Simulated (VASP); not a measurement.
# Si (Fd-3m) in VASP: further runs

The runs below take Si through single point, with LDA.

Program: VASP 6.6.1. These are calculated values, not measurements. Logs are shortened: lines on timing, memory, paths and dates and some standing lists are left out, and cuts for length are marked.

## (1) The cell of the first run

The structure is cubic, space group Fd-3m (No. 227). Conventional cell: a = 5.444 Å, b = 5.444 Å, c = 5.444 Å, α = 90.00°, β = 90.00°, γ = 90.00°. Within 3.1 Å of Si (site symmetry -43m) lie 4 Si at 2.36 Å.

## (2) Single point, LDA

INCAR

```
  PREC = Accurate
  ENCUT = 520
  EDIFF = 1E-6
  ISMEAR = 0
  SIGMA = 0.1
  LREAL = F
  LASPH = T
  NELM = 100
  ALGO = Normal
  ISIF = 2
  LWAVE = F
  LCHARG = F
  NBANDS = 11
```

KPOINTS

```
Automatic mesh
0
Gamma
  6 6 6
```

POSCAR

```
Si
1.0
    0.0000000000      2.7218511900      2.7218511900
    2.7218511900      0.0000000000      2.7218511900
    2.7218511900      2.7218511900      0.0000000000
Si
2
Direct
    0.7500000000      0.7500000000      0.7500000000
    0.5000000000      0.5000000000      0.5000000000
```

Potentials or basis: VASP PAW LDA potentials, release 64 (Si).

Run with:

```
$ cat potpaw_LDA.64/Si/POTCAR > POTCAR
$ mpirun -np 1 vasp_std > vasp.out
```

OUTCAR:

```text
PREC = Accurate
   ENCUT = 520
   EDIFF = 1E-6
   ISMEAR = 0
   LREAL = F
   LASPH = T
   NELM = 100
   ISIF = 2

 ion  position               nearest neighbor table
   1  0.750  0.750  0.750-   2 2.36   2 2.36   2 2.36   2 2.36
   2  0.500  0.500  0.500-   1 2.36   1 2.36   1 2.36   1 2.36

  LATTYP: Found a face centered cubic cell.
 ALAT       =     5.4437023800

  Lattice vectors:

 A1 = (   0.0000000000,   2.7218511900,   2.7218511900)
 A2 = (   2.7218511900,   0.0000000000,   2.7218511900)
 A3 = (   2.7218511900,   2.7218511900,   0.0000000000)

Analysis of symmetry for initial positions (statically):
=====================================================================
 Subroutine PRICEL returns:
 Original cell was already a primitive cell.

 Routine SETGRP: Setting up the symmetry group for a
 face centered cubic supercell.

 Subroutine GETGRP returns: Found 48 space group operations
 (whereof 24 operations were pure point group operations)
 out of a pool of 48 trial point group operations.

The static configuration has the point symmetry T_d .
 The point group associated with its full space group is O_h .

Analysis of symmetry for dynamics (positions and initial velocities):
=====================================================================
 Subroutine PRICEL returns:
 Original cell was already a primitive cell.

 Routine SETGRP: Setting up the symmetry group for a
 face centered cubic supercell.

 Subroutine GETGRP returns: Found 48 space group operations
 (whereof 24 operations were pure point group operations)
 out of a pool of 48 trial point group operations.

The dynamic configuration has the point symmetry T_d .
 The point group associated with its full space group is O_h .

 Subroutine INISYM returns: Found 48 space group operations
 (whereof 24 operations are pure point group operations),
 and found     1 'primitive' translations

----------------------------------------------------------------------------------------

                                     Primitive cell

  volume of cell :      40.3295

  direct lattice vectors                    reciprocal lattice vectors
     0.000000000  2.721851190  2.721851190    -0.183698507  0.183698507  0.183698507
     2.721851190  0.000000000  2.721851190     0.183698507 -0.183698507  0.183698507
     2.721851190  2.721851190  0.000000000     0.183698507  0.183698507 -0.183698507

  length of vectors
     3.849278868  3.849278868  3.849278868     0.318175147  0.318175147  0.318175147

  position of ions in fractional coordinates (direct lattice)
     0.750000000  0.750000000  0.750000000
     0.500000000  0.500000000  0.500000000

  ion indices of the primitive-cell ions
   primitive index   ion index
                 1           1
                 2           2

----------------------------------------------------------------------------------------

 KPOINTS: Automatic mesh

Automatic generation of k-mesh.
 Grid dimensions read from file:
 generate k-points for:    6    6    6

 Generating k-lattice:

  Cartesian coordinates                     Fractional coordinates (reciprocal lattice)
    -0.030616418  0.030616418  0.030616418     0.166666667  0.000000000  0.000000000
     0.030616418 -0.030616418  0.030616418     0.000000000  0.166666667  0.000000000
     0.030616418  0.030616418 -0.030616418     0.000000000  0.000000000  0.166666667

  Length of vectors
     0.053029191  0.053029191  0.053029191

  Shift w.r.t. Gamma in fractional coordinates (k-lattice)
     0.000000000  0.000000000  0.000000000

 Subroutine IBZKPT returns following result:
 ===========================================

 Found     16 irreducible k-points:

 Following reciprocal coordinates:
            Coordinates               Weight
  0.000000  0.000000  0.000000      1.000000
  0.166667  0.000000  0.000000      8.000000
  0.333333  0.000000  0.000000      8.000000
  0.500000  0.000000  0.000000      4.000000
  0.166667  0.166667  0.000000      6.000000
  0.333333  0.166667  0.000000     24.000000
[... 8 lines left out ...]
 -0.333333  0.333333  0.166667     24.000000
 -0.333333  0.500000  0.166667     12.000000
   k-points           NKPTS =     16   k-points in BZ     NKDIM =     16   number of bands    NBANDS=     11
   number of dos      NEDOS =    301   number of ions     NIONS =      2
   total plane-waves  NPLWV =  27000
   dimension x,y,z NGX =    30 NGY =   30 NGZ =   30
   dimension x,y,z NGXF=    60 NGYF=   60 NGZF=   60
   ions per type =               2
   NGX,Y,Z   is equivalent  to a cutoff of  12.96, 12.96, 12.96 a.u.
   NGXF,Y,Z  is equivalent  to a cutoff of  25.91, 25.91, 25.91 a.u.
 SYSTEM =  unknown system
   PREC   = accura    normal or accurate (medium, high low for compatibility)
   ISTART =      0    job   : 0-new  1-cont  2-samecut
   ICHARG =      2    charge: 1-file 2-atom 10-const
   ISPIN  =      1    spin polarized calculation?
   LNONCOLLINEAR =      F non collinear calculations
   LSORBIT =      F    spin-orbit coupling
   LASPH  =      T    aspherical Exc in radial PAW
   ENCUT  =  520.0 eV  38.22 Ry    6.18 a.u.   7.16  7.16  7.16*2*pi/ulx,y,z
   NELM   =    100;   NELMIN=  2; NELMDL= -5     # of ELM steps
   EDIFF  = 0.1E-05   stopping-criterion for ELM
   LREAL  =      F    real-space projection
   EDIFFG = 0.1E-04   stopping-criterion for IOM
   NSW    =      0    number of steps for IOM
   IBRION =     -1    ionic relax: 0-MD 1-quasi-New 2-CG
   NFREE  =      0    steps in history (QN), initial steepest desc. (CG)
   ISIF   =      2    stress and relaxation
   ISYM   =      2    0-nonsym 1-usesym 2-fastsym
   POTIM  = 0.5000    time-step for ionic-motion
   TEBEG  =    0.0;   TEEND  =   0.0 temperature during run
   PSTRESS=    0.0 pullay stress
   NELECT =       8.0000    total number of electrons
   NUPDOWN=      -1.0000    fix difference up-down
   EMIN   =  10.00;   EMAX   =-10.00  energy-range for DOS
   EFERMI =   0.00;   METHOD = LEGACY
   ISMEAR =     0;   SIGMA  =   0.10  broadening in eV -4-tet -1-fermi 0-gaus
   EFERMI_NEDOS =   21; number of points for ismear=-14 and -15
   IALGO  =     38    algorithm
   IMIX   =      4    mixing-type and parameters
     AMIX     =   0.40;   BMIX     =  1.00
     AMIX_MAG =   1.60;   BMIX_MAG =  1.00
  volume/ion in A,a.u.               =      20.16       136.08
  Fermi-wavevector in a.u.,A,eV,Ry     =   0.954766  1.804247 12.402783  0.911579
  Thomas-Fermi vector in A             =   2.083543
   LORBIT       =      0    0 simple, 1 ext, 2 COOP (PROOUT), +10 PAW based schemes
   GGA     = CA    functional components
   LHFCALC =     F    Hartree Fock is set to
   AEXX    =    0.0000 exact exchange contribution
   IVDW    =     0    specifies the selected vdW correction
   LEPSILON=     F    determine dielectric tensor
   LRPA    =     F    only Hartree local field effects (RPA)
 non-spin polarized calculation
 Gauss-broadening in eV      SIGMA  =   0.10
  energy-cutoff  :      520.00
  volume of cell :       40.33
 maximum number of plane-waves:      1106
 NGX is ok and might be reduce to    30
   NGX = 15   NGY = 15   NGZ = 15

 number of electron       8.0000001 magnetization

 Free energy of the ion-electron system (eV)
  ---------------------------------------------------
  ext. energy  EPLUGINS =         0.00000000
  ---------------------------------------------------
  free energy    TOTEN  =       -11.88823090 eV

  energy without entropy =      -11.88823069  energy(sigma->0) =      -11.88823080

 E-fermi :   6.0042     XC(G=0):  -9.5759

 val. band max:        5.7054029891   @ k =   0.0000   0.0000   0.0000
 cond. band min:       6.3168545646   @ k =   0.5000   0.5000   0.0000
 fundamental gap:      0.6114515754
 Fermi energy:         6.0042328877

 k-point     1 :       0.0000    0.0000    0.0000
  band No.  band energies     occupation
      1      -6.2054      2.00000
      2       5.7054      1.99998
      3       5.7054      1.99998
      4       5.7054      1.99998
      5       8.2224      0.00000
      6       8.2224      0.00000
      7       8.2224      0.00000
      8       8.8323      0.00000
      9      13.3459      0.00000
     10      13.4247      0.00000
     11      13.4247      0.00000

 k-point     2 :       0.1667    0.0000    0.0000
  band No.  band energies     occupation
      1      -5.8462      2.00000
      2       3.3136      2.00000
      3       5.2572      2.00000
      4       5.2572      2.00000
      5       7.9398      0.00000
      6       8.8649      0.00000
      7       8.8649      0.00000
      8      10.9618      0.00000
      9      12.7619      0.00000
     10      12.7619      0.00000
     11      14.5083      0.00000

 k-point     3 :       0.3333    0.0000    0.0000
  band No.  band energies     occupation
      1      -4.8359      2.00000
      2       0.3739      2.00000
      3       4.7118      2.00000
      4       4.7118      2.00000
      5       7.3340      0.00000
      6       9.1604      0.00000
      7       9.1604      0.00000
      8      13.3504      0.00000
      9      13.6352      0.00000
     10      13.6352      0.00000
     11      14.5637      0.00000
[... 155 lines left out ...]
 k-point    15 :      -0.3333    0.3333    0.1667
  band No.  band energies     occupation
      1      -2.9484      2.00000
      2      -1.1222      2.00000
      3       1.6936      2.00000
      4       2.9474      2.00000
      5       8.9731      0.00000
      6       9.1659      0.00000
      7      11.6976      0.00000
      8      12.1065      0.00000
      9      13.1509      0.00000
     10      16.6750      0.00000
     11      17.4972      0.00000

 k-point    16 :      -0.3333    0.5000    0.1667
  band No.  band energies     occupation
      1      -1.9666      2.00000
      2      -1.9666      2.00000
      3       2.0624      2.00000
      4       2.0624      2.00000
      5       8.3623      0.00000
      6       8.3623      0.00000
      7      12.3536      0.00000
      8      12.3536      0.00000
      9      16.1363      0.00000
     10      16.1363      0.00000
     11      18.5014      0.00000

------------------------ aborting loop because EDIFF is reached ----------------------------------------

  FORCE on cell =-STRESS in cart. coord.  units (eV):
  Direction    XX          YY          ZZ          XY          YZ          ZX
  --------------------------------------------------------------------------------------
  -------------------------------------------------------------------------------------
  Total       -0.5088434     -0.5088434     -0.5088434      0.0000000      0.0000000      0.0000000
  in kB      -20.2148981    -20.2148981    -20.2148981      0.0000000      0.0000000      0.0000000
  external PRESSURE =     -20.2148981 kB  Pullay stress =       0.0000000 kB

 VOLUME and BASIS-vectors are now :
 -----------------------------------------------------------------------------
  energy-cutoff  :      520.00
  volume of cell :       40.33
      direct lattice vectors                 reciprocal lattice vectors
     0.000000000  2.721851190  2.721851190    -0.183698507  0.183698507  0.183698507
     2.721851190  0.000000000  2.721851190     0.183698507 -0.183698507  0.183698507
     2.721851190  2.721851190  0.000000000     0.183698507  0.183698507 -0.183698507

 POSITION                                       TOTAL-FORCE (eV/Angst)
 -----------------------------------------------------------------------------------
      4.08278      4.08278      4.08278         0.000000      0.000000      0.000000
      2.72185      2.72185      2.72185        -0.000000      0.000000     -0.000000
 -----------------------------------------------------------------------------------
    total drift:                                0.000000     -0.000000     -0.000000

  FREE ENERGIE OF THE ION-ELECTRON SYSTEM (eV)
  ---------------------------------------------------
  free  energy   TOTEN  =       -11.8882309018 eV

  energy  without entropy=      -11.8882306887  energy(sigma->0) =      -11.88823080
```

Wall time 3.3 s (1 thread of Intel Xeon 6975P-C (Granite Rapids), shared host); peak memory 0.13 GiB.

What came out:

```
Free energy            : -11.8882 eV
Pressure               : -2.0 GPa
Band gap on the k mesh : 0.61 eV (least direct gap 2.52 eV)
```

Caveat: semilocal functionals underestimate gaps, and a narrow one can read as zero. A k mesh can miss the band edges.

## (3) Single point, LDA

This run uses another cell than the first one, of 19.70 Å³/atom.

INCAR

```
SYSTEM = Si
PREC = Accurate
ENCUT = 520
EDIFF = 1E-7
ISMEAR = 0
SIGMA = 0.02
LREAL = .False.
LASPH = .True.
NELM = 80
ALGO = Normal
ISIF = 2
LWAVE = .False.
LCHARG = .False.
GGA = CA
NBANDS = 11
```

KPOINTS

```
Automatic mesh
0
Gamma
  12 12 12
  0 0 0
```

POSCAR

```
Si
1.0
    0.0000000000      2.7009711365      2.7009711365
    2.7009711365      0.0000000000      2.7009711365
    2.7009711365      2.7009711365      0.0000000000
Si
2
Direct
    0.7500000000      0.7500000000      0.7500000000
    0.5000000000      0.5000000000      0.5000000000
```

Potentials or basis: VASP PAW LDA potentials, release 64 (Si).

Run with:

```
$ cat potpaw_LDA.64/Si/POTCAR > POTCAR
$ mpirun -np 1 vasp_std > vasp.out
```

Run time: 9.8 s. Hardware: 1 thread of Intel Xeon 6975P-C (Granite Rapids), shared host; peak memory 0.14 GiB.

It converged, with:

| Item | Value |
| --- | --- |
| Free energy | -11.9197 eV |
| Pressure | 0.0 GPa |
| Band gap on the k mesh | 0.44 eV (least direct gap 2.53 eV) |

Levels at points of the mesh, in eV from the valence-band top:
| k point | band 1 | band 2 | band 3 | band 4 | band 5 | band 6 | band 7 | band 8 |
| --- | --- | --- | --- | --- | --- | --- | --- | --- |
| (0.00, 0.00, 0.00) | -12.07 | 0.00 | 0.00 | 0.00 | 2.53 | 2.53 | 2.53 | 3.39 |
| (0.50, 0.00, 0.00) | -9.69 | -7.06 | -1.21 | -1.21 | 1.49 | 3.29 | 3.29 | 7.54 |
| (0.50, 0.50, 0.00) | -7.86 | -7.86 | -2.89 | -2.89 | 0.57 | 0.57 | 10.11 | 10.11 |

Caveat: semilocal functionals underestimate gaps, and a narrow one can read as zero.
